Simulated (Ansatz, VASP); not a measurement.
## One calculation of Sc, two programs

Contents of INCAR:

```
PREC = Accurate
ENCUT = 520
EDIFF = 1E-7
ISMEAR = 0
SIGMA = 0.15
LREAL = F
LASPH = T
NELM = 100
ALGO = Fast
ISIF = 2
LWAVE = F
LCHARG = F
GGA = PS
NBANDS = 12
```

KPOINTS

```
regular mesh
0
Gamma
  20 20 20
```

File POSCAR:

```
Sc
1.0
    0.0000000000      2.5486783803      1.8019156149
    2.5486783803      0.0000000000      1.8019156149
    2.5486783803      2.5486783803      0.0000000000
Sc
1
Direct
    0.0000000000      0.0000000000      0.0000000000
```

Input for Ansatz:

```yaml
crystal:
  lattice:
    - [0.0, 2.5486783803, 1.8019156149]
    - [2.5486783803, 0.0, 1.8019156149]
    - [2.5486783803, 2.5486783803, 0.0]
  atoms:
    - { symbol: Sc, position: [0.0, 0.0, 0.0] }
basis:
  ecutwfc: 420
kpoints:
  mp_grid: { grid: [20, 20, 20] }
hamiltonian:
  xc: pbesol
scf:
  occupations: { method: gaussian, width: 0.15 }
output:
  forces: true
  stress: true
  eigenvalues: true
```

Alike in both runs: task single point; functional PBEsol; k mesh 20 × 20 × 20; occupations gaussian, width 0.15 eV; no spin polarisation.

|  | VASP | Ansatz |
| --- | --- | --- |
| version | VASP 6.6.1 | Ansatz 0.2.0 |
| potentials or method | VASP PAW PBE potentials, release 64 (Sc_sv), cutoff 520 eV | scalar-relativistic, plane waves, PAW |
| valence electrons in the cell | 11 | 11 |

|  | VASP | Ansatz | Ansatz less VASP |
| --- | --- | --- | --- |
| gap on the k mesh at the Fermi level (eV) | none | none | - |
| pressure (GPa) | 1.2 | 1.1 | -0.02 |

VASP's potentials were made for PBE, not for PBEsol. A gap of «none» marks a metal or a gap that the smearing closes.
